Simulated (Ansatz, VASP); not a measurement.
# GaN in VASP and in Ansatz

```
Ga N
1.0
     0.00000    2.15899    2.34056
     2.15899    0.00000    2.34056
     2.15899    2.15899    0.00000
Ga N
1 1
Direct
  0.00000 0.00000 0.00000
  0.25000 0.25000 0.25000
```

Change from the starting cell: epitaxial_xy strain -4.0%.

Alike in both runs: task single point; functional r2SCAN; k mesh 10 × 10 × 10; non-collinear spin, spin-orbit coupling.

|  | VASP | Ansatz |
| --- | --- | --- |
| version | VASP 6.6.1 | Ansatz 0.2.0 |
| potentials or method | VASP PAW PBE potentials, release 64 (Ga_d, N) | plane waves, PAW |
| plane-wave cutoff (eV) | 520 | 500 |
| occupations | gaussian, width 0.01 eV | fixed |
| valence electrons in the cell | 18 | 18 |

```csv
,VASP,Ansatz,Ansatz less VASP
pressure (GPa),9.6,8.4,-1.20
"traceless stress, the component that is largest in VASP (GPa)",-8.27,-8.44,-0.167
net moment per atom (μB),0.00,0.00,0.000
```

VASP's potentials were made for PBE, not for r2SCAN.
